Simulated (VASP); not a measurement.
# PbSe (I4/mmm) in VASP: notebook

PbSe is run at these levels: PBE+D3(BJ); tasks: single point.

All numbers are computed with VASP 6.6.1; they aren't measurements. Logs are shortened: lines on timing, memory, paths and dates and some standing lists are left out, and cuts for length are marked.

### Step 1. The cell of the first run

Symmetry: I4/mmm, No. 139, tetragonal system. Conventional cell: a = 4.127 Å, b = 4.127 Å, c = 6.125 Å, α = 90.00°, β = 90.00°, γ = 90.00°. Within 3.8 Å of Pb (site symmetry 4/mmm) lie 6 Se at 2.92 to 3.06 Å. Within 3.8 Å of Se (site symmetry 4/mmm) lie 6 Pb at 2.92 to 3.06 Å.

### Step 2. Single point, PBE+D3(BJ) (26.08 Å³/atom)

Contents of INCAR:

```
SYSTEM = PbSe
ALGO = Normal
EDIFF = 1E-7
ENCUT = 520
GGA = PE
ISIF = 2
ISMEAR = 0
IVDW = 12
LASPH = .TRUE.
LCHARG = .TRUE.
LELF = .TRUE.
LREAL = .FALSE.
LVHAR = .TRUE.
LWAVE = .FALSE.
NBANDS = 17
NELM = 80
PREC = Accurate
SIGMA = 0.03
```

Contents of KPOINTS:

```
k-points
0
G
  10 10 10
  0 0 0
```

Contents of POSCAR:

```
PbSe
1.0
    0.0000000000      2.9184151595      3.0622930269
    2.9184151595      0.0000000000      3.0622930269
    2.9184151595      2.9184151595      0.0000000000
Pb Se
1 1
Direct
    0.0000000000      0.0000000000      0.0000000000
    0.5000000000      0.5000000000      0.5000000000
```

Potentials or basis: VASP PAW PBE potentials, release 64 (Pb_d, Se).

Launch:

```
> cat potpaw_PBE.64/Pb_d/POTCAR potpaw_PBE.64/Se/POTCAR > POTCAR
> mpirun -np 1 vasp_std > vasp.out
```

OUTCAR:

```text
SYSTEM = PbSe
   EDIFF = 1E-7
   ENCUT = 520
   GGA = PE
   ISIF = 2
   ISMEAR = 0
   IVDW = 12
   LASPH = .TRUE.
   LREAL = .FALSE.
   NELM = 80
   PREC = Accurate
 IVDW          = 12

 ion  position               nearest neighbor table
   1  0.000  0.000  0.000-   2 2.92   2 2.92   2 2.92   2 2.92   2 3.06   2 3.06
   2  0.500  0.500  0.500-   1 2.92   1 2.92   1 2.92   1 2.92   1 3.06   1 3.06

  LATTYP: Found a body centered tetragonal cell.
 ALAT       =     4.1272622992
 C/A-ratio  =     1.4839342910

  Lattice vectors:

 A1 = (  -2.9184151595,   0.0000000000,   3.0622930269)
 A2 = (   2.9184151595,   0.0000000000,   3.0622930269)
 A3 = (   0.0000000000,   2.9184151595,  -3.0622930269)

Analysis of symmetry for initial positions (statically):
=====================================================================
 Subroutine PRICEL returns:
 Original cell was already a primitive cell.

 Routine SETGRP: Setting up the symmetry group for a
 body centered tetragonal supercell.

 Subroutine GETGRP returns: Found 16 space group operations
 (whereof 16 operations were pure point group operations)
 out of a pool of 16 trial point group operations.

The static configuration has the point symmetry D_4h.

Analysis of symmetry for dynamics (positions and initial velocities):
=====================================================================
 Subroutine PRICEL returns:
 Original cell was already a primitive cell.

 Routine SETGRP: Setting up the symmetry group for a
 body centered tetragonal supercell.

 Subroutine GETGRP returns: Found 16 space group operations
 (whereof 16 operations were pure point group operations)
 out of a pool of 16 trial point group operations.

The dynamic configuration has the point symmetry D_4h.

 Subroutine INISYM returns: Found 16 space group operations
 (whereof 16 operations are pure point group operations),
 and found     1 'primitive' translations

----------------------------------------------------------------------------------------

                                     Primitive cell

  volume of cell :      52.1640

  direct lattice vectors                    reciprocal lattice vectors
     0.000000000  2.918415159  3.062293027    -0.171325864  0.171325864  0.163276341
     2.918415159  0.000000000  3.062293027     0.171325864 -0.171325864  0.163276341
     2.918415159  2.918415159  0.000000000     0.171325864  0.171325864 -0.163276341

  length of vectors
     4.230222881  4.230222881  4.127262299     0.292171640  0.292171640  0.292171640
[... 80 lines left out ...]
   NELM   =     80;   NELMIN=  2; NELMDL= -5     # of ELM steps
   EDIFF  = 0.1E-06   stopping-criterion for ELM
   LREAL  =      F    real-space projection
   EDIFFG = 0.1E-05   stopping-criterion for IOM
   NSW    =      0    number of steps for IOM
   IBRION =     -1    ionic relax: 0-MD 1-quasi-New 2-CG
   NFREE  =      0    steps in history (QN), initial steepest desc. (CG)
   ISIF   =      2    stress and relaxation
   ISYM   =      2    0-nonsym 1-usesym 2-fastsym
   POTIM  = 0.5000    time-step for ionic-motion
   TEBEG  =    0.0;   TEEND  =   0.0 temperature during run
   PSTRESS=    0.0 pullay stress
   NELECT =      20.0000    total number of electrons
   NUPDOWN=      -1.0000    fix difference up-down
   EMIN   =  10.00;   EMAX   =-10.00  energy-range for DOS
   EFERMI =   0.00;   METHOD = LEGACY
   ISMEAR =     0;   SIGMA  =   0.03  broadening in eV -4-tet -1-fermi 0-gaus
   EFERMI_NEDOS =   21; number of points for ismear=-14 and -15
   IALGO  =     38    algorithm
   IMIX   =      4    mixing-type and parameters
     AMIX     =   0.40;   BMIX     =  1.00
     AMIX_MAG =   1.60;   BMIX_MAG =  1.00
  volume/ion in A,a.u.               =      26.08       176.01
  Fermi-wavevector in a.u.,A,eV,Ry     =   1.189309  2.247467 19.244826  1.414455
  Thomas-Fermi vector in A             =   2.325419
   LORBIT       =      0    0 simple, 1 ext, 2 COOP (PROOUT), +10 PAW based schemes
   GGA     = PE    functional components
   LHFCALC =     F    Hartree Fock is set to
   AEXX    =    0.0000 exact exchange contribution
   IVDW    =    12    specifies the selected vdW correction
   LEPSILON=     F    determine dielectric tensor
   LRPA    =     F    only Hartree local field effects (RPA)
 non-spin polarized calculation
 Gauss-broadening in eV      SIGMA  =   0.03
  energy-cutoff  :      520.00
  volume of cell :       52.16
 maximum number of plane-waves:      1428
   NGX = 15   NGY = 15   NGZ = 15

 number of electron      19.9999999 magnetization

 Free energy of the ion-electron system (eV)
  ---------------------------------------------------
  ext. energy  EPLUGINS =         0.00000000
  ---------------------------------------------------
  free energy    TOTEN  =        -7.95401356 eV

  energy without entropy =       -7.95401320  energy(sigma->0) =       -7.95401338

 E-fermi :   6.3928     XC(G=0):  -9.9728

 val. band max:        6.3198019579   @ k =   0.5000  -0.0000   0.0000
 cond. band min:       6.4658649082   @ k =   0.5000  -0.0000   0.0000
 fundamental gap:      0.1460629503
 Fermi energy:         6.3928334834

 k-point     1 :       0.0000    0.0000    0.0000
  band No.  band energies     occupation
      1     -10.7461      2.00000
      2     -10.7266      2.00000
      3     -10.7266      2.00000
      4     -10.7224      2.00000
      5     -10.7163      2.00000
      6      -8.1607      2.00000
[... 457 lines left out ...]
      4     -10.6837      2.00000
      5     -10.6795      2.00000
      6      -6.9269      2.00000
[... 9 lines left out ...]
     16      17.2219      0.00000
     17      17.8894      0.00000

 [... further k-points ...]

------------------------ aborting loop because EDIFF is reached ----------------------------------------

 Edisp (eV)   -0.81147

 E8    (eV) :    -0.3781

  FORCE on cell =-STRESS in cart. coord.  units (eV):
  Direction    XX          YY          ZZ          XY          YZ          ZX
  --------------------------------------------------------------------------------------
  -------------------------------------------------------------------------------------
  Total       3.15163     3.15163     0.37005     0.00000     0.00000     0.00000
  in kB      96.79985    96.79985    11.36584     0.00000     0.00000     0.00000
  external pressure =       68.32 kB  Pullay stress =        0.00 kB

 VOLUME and BASIS-vectors are now :
 -----------------------------------------------------------------------------
  energy-cutoff  :      520.00
  volume of cell :       52.16
      direct lattice vectors                 reciprocal lattice vectors
     0.000000000  2.918415159  3.062293027    -0.171325864  0.171325864  0.163276341
     2.918415159  0.000000000  3.062293027     0.171325864 -0.171325864  0.163276341
     2.918415159  2.918415159  0.000000000     0.171325864  0.171325864 -0.163276341

 POSITION                                       TOTAL-FORCE (eV/Angst)
 -----------------------------------------------------------------------------------
      0.00000      0.00000      0.00000         0.000000     -0.000000      0.000000
      2.91842      2.91842      3.06229        -0.000000      0.000000      0.000000
 -----------------------------------------------------------------------------------
    total drift:                                0.000000     -0.000000     -0.000000

  FREE ENERGIE OF THE ION-ELECTRON SYSTEM (eV)
  ---------------------------------------------------
  free  energy   TOTEN  =        -8.7654806349 eV

  energy  without entropy=       -8.7654802735  energy(sigma->0) =       -8.76548045
```

It took 28 s on 1 thread of Intel Xeon 6975P-C (Granite Rapids), shared host; peak memory 0.24 GiB.

Results:

* Free energy: -8.7655 eV
* Pressure: 6.8 GPa
* Band gap on the k mesh: 0.15 eV
* Dispersion energy per atom: -0.406 eV

Caveat: the stress differs along the axes, from 1 to 10 GPa; spin-orbit coupling is left out, which moves the levels of the heavy elements.

### Step 3. Single point, PBE+D3(BJ) (26.08 Å³/atom)

Contents of INCAR:

```
PREC     = Accurate       # precision mode
ENCUT    = 520            # plane-wave cutoff, eV
EDIFF    = 1E-7           # SCF threshold, eV
ISMEAR   = 0              # smearing method
SIGMA    = 0.03           # smearing width, eV
LREAL    = False          # projectors in reciprocal space
LASPH    = True           # aspherical terms in the spheres
NELM     = 80             # most SCF steps
ALGO     = Normal         # electronic algorithm
ISIF     = 2              # what is computed and relaxed
LWAVE    = False          # write WAVECAR
LCHARG   = False          # write CHGCAR
GGA      = PE             # functional
IVDW     = 12             # dispersion correction
NBANDS   = 17             # bands
```

Contents of KPOINTS:

```
Automatic mesh
0
Gamma
  10 10 10
```

Contents of POSCAR:

```
PbSe
1.0
    0.0000000000      2.9340640486      3.0297145365
    2.9340640486      0.0000000000      3.0297145365
    2.9340640486      2.9340640486      0.0000000000
Pb Se
1 1
Direct
    0.0000000000      0.0000000000      0.0000000000
    0.5000000000      0.5000000000      0.5000000000
```

Potentials or basis: VASP PAW PBE potentials, release 64 (Pb_d, Se).

Launch:

```
> cat potpaw_PBE.64/Pb_d/POTCAR potpaw_PBE.64/Se/POTCAR > POTCAR
> mpirun -np 1 vasp_std > vasp.out
```

It took 29 s on 1 thread of Intel Xeon 6975P-C (Granite Rapids), shared host; peak memory 0.24 GiB.

Results (log left out):

| Item | Value |
| --- | --- |
| Free energy | -8.7906 eV |
| Pressure | 6.6 GPa |
| Band gap on the k mesh | 0.10 eV |
| Dispersion energy per atom | -0.406 eV |

Stress tensor (GPa, compression positive):
```
8.54 0.00 0.00
0.00 8.54 0.00
0.00 0.00 2.70
```

Levels at points of the mesh, in eV from the valence-band top:
| k point | band 7 | band 8 | band 9 | band 10 | band 11 | band 12 | band 13 | band 14 |
| --- | --- | --- | --- | --- | --- | --- | --- | --- |
| (0.00, 0.00, 0.00) | -6.16 | -2.46 | -2.46 | -2.17 | 4.37 | 5.16 | 5.16 | 6.14 |
| (0.50, 0.00, 0.00) | -9.44 | -1.93 | -1.82 | 0.00 | 0.10 | 1.36 | 1.54 | 8.62 |
| (0.50, 0.50, 0.00) | -7.46 | -5.81 | -3.84 | -3.84 | 3.33 | 6.07 | 6.07 | 6.17 |
| (0.50, 0.00, 0.50) | -7.65 | -5.87 | -4.10 | -3.74 | 3.20 | 5.49 | 6.31 | 6.56 |

Caveat: the stress differs along the axes, from 3 to 9 GPa; spin-orbit coupling is left out, which moves the levels of the heavy elements. A k mesh can miss the band edges.
